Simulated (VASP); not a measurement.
## LiF: single point with LDA

The system is LiF.

```
CELL_PARAMETERS angstrom
3.06094 0.00000 0.00000
-1.53047 2.65085 0.00000
0.00000 0.00000 4.80732
ATOMIC_POSITIONS crystal
Li 0.33333 0.66667 0.38115
Li 0.66667 0.33333 0.88115
F 0.33333 0.66667 0.99384
F 0.66667 0.33333 0.49384
```

```yaml
Program: VASP 6.6.1
Task: single point
Functional: LDA
Potentials_or_basis: VASP PAW LDA potentials, release 64 (Li_sv, F)
Cutoff: 520 eV
k_mesh: 6 × 6 × 4
Occupations: gaussian, width 0.01 eV
Spin: no spin polarisation
```

The largest force is 0.008 eV/Å and the band gap on the k mesh is 7.59 eV, direct.

Forces on the atoms (eV/Å):
```
Li   0.000  0.000 -0.008
Li   0.000  0.000 -0.008
F    0.000  0.000  0.008
F    0.000  0.000  0.008
```

Levels at points of the mesh, in eV from the valence-band top:
```
           k point  band 6  band 7  band 8  band 9  band 10  band 11  band 12  band 13  band 14  band 15
(0.00, 0.00, 0.00)   -0.49   -0.49   -0.15   -0.15     0.00     7.59    11.81    15.10    18.25    18.25
(0.50, 0.00, 0.00)   -1.31   -1.08   -1.06   -0.57    -0.40    10.96    11.89    14.66    14.74    17.10
(0.00, 0.00, 0.50)   -1.21   -0.32   -0.32   -0.32    -0.32     9.28     9.28    17.36    17.36    18.53
(0.50, 0.00, 0.50)   -1.88   -0.74   -0.74   -0.59    -0.59    10.88    10.88    14.67    14.67    18.81
```

Run time: 24 s on 1 thread of AMD EPYC 7R13 Processor (Zen 3), on a shared host, peak memory 0.1 GiB.

 LDA gaps usually lie below the measured ones, often by a third to a half.
